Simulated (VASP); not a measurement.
Set up this calculation in VASP 6.6.1, as the native input.

| Item | Value |
| --- | --- |
| Task | relaxation of the atoms |
| Functional | PBE |
| Potentials or basis | VASP PAW PBE potentials, release 64 (Mg, Si, H) |
| Cutoff | 520 eV |
| k mesh | 3 × 3 × 3 |
| Occupations | gaussian, width 0.1 eV |
| Spin | no spin polarisation |
| Dipole correction | no |
| Further INCAR settings | ALGO = Normal; EDIFF = 1e-07; IBRION = 2; EDIFFG = -0.03; NSW = 80 |

The structure of Mg8Si4H (a cell with a defect) lies in POSCAR:

```
Mg8Si4H
1.0
    6.3910000000      0.0000000000      0.0000000000
    0.0000000000      6.3910000000      0.0000000000
    0.0000000000      0.0000000000      6.3910000000
Mg Si H
8 4 1
Direct
    0.2500000000      0.2500000000      0.2500000000
    0.7500000000      0.7500000000      0.7500000000
    0.7500000000      0.7500000000      0.2500000000
    0.2500000000      0.2500000000      0.7500000000
    0.7500000000      0.2500000000      0.7500000000
    0.2500000000      0.7500000000      0.2500000000
    0.2500000000      0.7500000000      0.7500000000
    0.7500000000      0.2500000000      0.2500000000
    0.0000000000      0.0000000000      0.0000000000
    0.5000000000      0.5000000000      0.0000000000
    0.5000000000      0.0000000000      0.5000000000
    0.0000000000      0.5000000000      0.5000000000
    0.6374718000     -0.0023416000      0.0110448000
```

The input as run:

INCAR

```
PREC = Accurate ; ENCUT = 520
EDIFF = 1E-7 ; ISMEAR = 0
SIGMA = 0.1 ; LREAL = F
LASPH = T ; NELM = 60
ALGO = Normal ; ISIF = 2
LWAVE = F ; LCHARG = F
GGA = PE ; IBRION = 2
NSW = 80 ; EDIFFG = -0.03
```

KPOINTS

```
Automatic mesh
0
Gamma
  3 3 3
```

Potentials or basis: VASP PAW PBE potentials, release 64 (Mg, Si, H).

Command:

```bash
$ cat potpaw_PBE.64/Mg/POTCAR potpaw_PBE.64/Si/POTCAR potpaw_PBE.64/H/POTCAR > POTCAR
$ mpirun -np 1 vasp_std > vasp.out
```

It gave:

The energy gained by relaxing is 30.3 meV/atom, the ionic steps are 41 and the pressure after relaxing is -0.2 GPa. The largest force after relaxing is 0.023 eV/Å and the band gap on the k mesh is zero (an odd number of electrons rules out a gap without spin polarisation).

Run time: 27 min on 1 thread of Oxide Virtual Turin-like Processor, with other jobs on the host, peak memory 0.33 GiB.
